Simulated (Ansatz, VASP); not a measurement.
**One calculation of AlRu, two programs**

```
CELL_PARAMETERS angstrom
3.11126 0.00000 0.00000
0.00000 2.99160 0.00000
0.00000 0.00000 2.99160
ATOMIC_POSITIONS crystal
Al 0.00000 0.00000 0.00000
Ru 0.50000 0.50000 0.50000
```

Change from the starting cell: strain +0.0400 x Voigt [1, 0, 0, 0, 0, 0], atoms carried along.

Alike in both runs: task single point; functional LDA; k mesh 16 × 16 × 16; occupations gaussian, width 0.15 eV; no spin polarisation.

```csv
,VASP,Ansatz
version,VASP 6.6.1,Ansatz 0.2.0
potentials or method,"VASP PAW LDA potentials, release 64 (Al, Ru_pv), cutoff 520 eV","scalar-relativistic, plane waves, PAW"
valence electrons in the cell,17,19
```

Ansatz gave:

| Item | Value |
| --- | --- |
| gap on the k mesh at the Fermi level (eV) | none |
| pressure (GPa) | -14.9 |
| traceless stress, the component that is largest in VASP (GPa) | -3.74 |

Problem. What did VASP give for the same quantities?

Solution. gap on the k mesh at the Fermi level (eV): none; pressure (GPa): -14.5; traceless stress, the component that is largest in VASP (GPa): -3.76.

LDA's correlation is that of Perdew and Zunger in VASP and of Perdew and Wang (1992) in Ansatz. A gap of «none» marks a metal or a gap that the smearing closes. VASP's potentials hold 17 valence electrons a cell and Ansatz's 19, so a difference there can come from the potentials and not from the codes.
